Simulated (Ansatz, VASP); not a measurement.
## One calculation of Hf, two programs

```
Hf
1.0
     3.23000    0.00000    0.00000
    -1.61500    2.79726    0.00000
     0.00000    0.00000    5.12000
Hf
2
Direct
  0.33333 0.66667 0.25000
  0.66667 0.33333 0.75000
```

Alike in both runs: task single point; functional PBE; k mesh 6 × 6 × 4; occupations gaussian, width 0.1 eV; no spin polarisation.

|  | VASP | Ansatz |
| --- | --- | --- |
| version | VASP 6.6.1 | Ansatz 0.2.0 |
| potentials or method | VASP PAW PBE potentials, release 64 (Hf_pv), cutoff 500 eV | scalar-relativistic, plane waves, PAW |
| valence electrons in the cell | 20 | 52 |

```tsv
	VASP	Ansatz	Ansatz less VASP
gap on the k mesh at the Fermi level (eV)	none	none	-
pressure (GPa)	-2.8	-2.4	+0.44
traceless stress, the component that is largest in VASP (GPa)	0.42	0.49	+0.074
```

A gap of «none» marks a metal or a gap that the smearing closes. VASP's potentials hold 20 valence electrons a cell and Ansatz's 52, so a difference there can come from the potentials and not from the codes.

The k mesh is coarse, so the values compare programs but aren't converged. Neither program's run includes spin-orbit coupling.
